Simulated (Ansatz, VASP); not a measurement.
## Ag: VASP beside Ansatz

POSCAR

```
Ag
1.0
   -1.6432365950      1.6556540000      1.6432365950
    1.6680714050     -1.6556540000      1.6680714050
    1.6432365950      1.6556540000     -1.6432365950
Ag
1
Direct
    0.0000000000      0.0000000000      0.0000000000
```

Contents of INCAR.step1:

```
SYSTEM = Ag
PREC = Accurate
ENCUT = 520
ISMEAR = 0
SIGMA = 0.15
LREAL = .False.
LASPH = .True.
NELM = 60
NBANDS = 12
GGA = PE
ALGO = Normal
EDIFF = 1E-4
LWAVE = .True.
LCHARG = .False.
```

Contents of INCAR.step2:

```
SYSTEM = Ag
PREC = Accurate
ENCUT = 520
EDIFF = 1E-6
ISMEAR = 0
SIGMA = 0.15
LREAL = .False.
LASPH = .True.
NELM = 60
ALGO = Normal
ISIF = 2
LWAVE = .False.
LCHARG = .False.
METAGGA = R2SCAN
LMIXTAU = .True.
NBANDS = 12
ISTART = 1
```

KPOINTS

```
regular mesh
0
Gamma
  20 20 20
  0 0 0
```

Input for Ansatz:

```yaml
crystal:
  lattice:
    - [-1.643236595, 1.655654, 1.643236595]
    - [1.668071405, -1.655654, 1.668071405]
    - [1.643236595, 1.655654, -1.643236595]
  atoms:
    - { symbol: Ag, position: [0.0, 0.0, 0.0] }
basis:
  ecutwfc: 500
kpoints:
  mp_grid: { grid: [20, 20, 20] }
hamiltonian:
  xc: r2scan
scf:
  occupations: { method: gaussian, width: 0.15 }
output:
  forces: true
  stress: true
  eigenvalues: true
```

Change from the starting cell: strain +0.0150 x Voigt [0, 0, 0, 0, 1, 0], atoms carried along.

Alike in both runs: task single point; functional r2SCAN; k mesh 20 × 20 × 20; occupations gaussian, width 0.15 eV; no spin polarisation.

```csv
,VASP,Ansatz
version,VASP 6.6.1,Ansatz 0.2.0
potentials or method,"VASP PAW PBE potentials, release 64 (Ag), cutoff 520 eV","scalar-relativistic, plane waves, PAW"
valence electrons in the cell,11,19
```

|  | VASP | Ansatz | Ansatz less VASP |
| --- | --- | --- | --- |
| gap on the k mesh at the Fermi level (eV) | none | none | - |
| pressure (GPa) | -3.5 | -3.5 | -0.09 |
| traceless stress, the component that is largest in VASP (GPa) | -0.57 | -0.57 | +0.007 |

VASP's potentials were made for PBE, not for r2SCAN. A gap of «none» marks a metal or a gap that the smearing closes. With one functional, cell and mesh, what is left measures potentials, basis and numerics. VASP's potentials hold 11 valence electrons a cell and Ansatz's 19, so a difference there can come from the potentials and not from the codes.
